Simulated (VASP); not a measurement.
**K: electric field gradients with r2SCAN**

Crystal: K.

```
K
1.0
     0.00000    3.34603    3.34603
     3.34603    0.00000    3.34603
     3.34603    3.34603    0.00000
K
1
Direct
  0.00000 0.00000 0.00000
```

This isn't the form of K at room conditions, which is bcc.

```json
{"Program": "VASP 6.6.1", "Task": "electric field gradients", "Functional": "r2SCAN", "Potentials or basis": "VASP PAW PBE potentials, release 64 (K_sv)", "Cutoff": "520 eV", "k mesh": "11 × 11 × 11", "Occupations": "fermi-dirac, width 0.05 eV", "Spin": "no spin polarisation", "Dipole correction": "no", "Further INCAR settings": "ALGO = Normal; EDIFF = 1e-08; NBANDS = 10"}
```

```json
{"Pressure": "0.1 GPa", "Band gap on the k mesh": "zero (an odd number of electrons rules out a gap without spin polarisation)", "Largest electric field gradient by atom": "zero within the noise of the run"}
```

Levels at points of the mesh, in eV from the Fermi level:
| k point | band 3 | band 4 | band 5 | band 6 | band 7 | band 8 |
| --- | --- | --- | --- | --- | --- | --- |
| (0.00, 0.00, 0.00) | -16.35 | -16.35 | -2.30 | 4.62 | 4.62 | 4.62 |

Wall time 3.4 min on 1 thread of Intel(R) Xeon(R) Platinum 8259CL CPU @ 2.50GHz (Skylake/Cascade Lake), on a shared host, peak memory 0.22 GiB.

Caveat: the PAW data sets were made with another functional, which shifts forces and pressure a little.
